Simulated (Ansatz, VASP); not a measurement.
WS2 in VASP and in Ansatz

```
W S
1.0
     3.33120    0.00000    0.00000
    -1.66560    2.88490    0.00000
     0.00000    0.00000   23.43239
W S
3 6
Direct
  0.66667 0.33333 0.33266
  0.33333 0.66667 0.66599
  0.00000 0.00000 0.99932
  0.33333 0.66667 0.26761
  0.66667 0.33333 0.06436
  0.00000 0.00000 0.60095
  0.33333 0.66667 0.39770
  0.66667 0.33333 0.93428
  0.00000 0.00000 0.73103
```

Change from the starting cell: equal strain along all axes, cell held, atoms relaxed: +4.5 %.

Alike in both runs: functional PBE; k mesh 12 × 12 × 2; occupations gaussian, width 0.02 eV; no spin polarisation.

Ansatz relaxed the structure, and its values are those at the end. VASP's run is a single point on that final structure, the one shown.

```csv
,VASP,Ansatz
version,VASP 6.6.1,Ansatz 0.2.0
potentials or method,"VASP PAW PBE potentials, release 64 (W_sv, S), cutoff 520 eV","scalar-relativistic, plane waves, PAW"
valence electrons in the cell,78,78
```

|  | VASP | Ansatz | Ansatz less VASP |
| --- | --- | --- | --- |
| gap on the k mesh at the Fermi level (eV) | 0.72 | 0.70 | -0.013 |
| least direct gap on the mesh (eV) | 1.32 | 1.32 | -0.002 |
| pressure (GPa) | -5.8 | -5.7 | +0.04 |

Ansatz's warnings: stress scf threshold loose.

Neither program's run includes spin-orbit coupling.
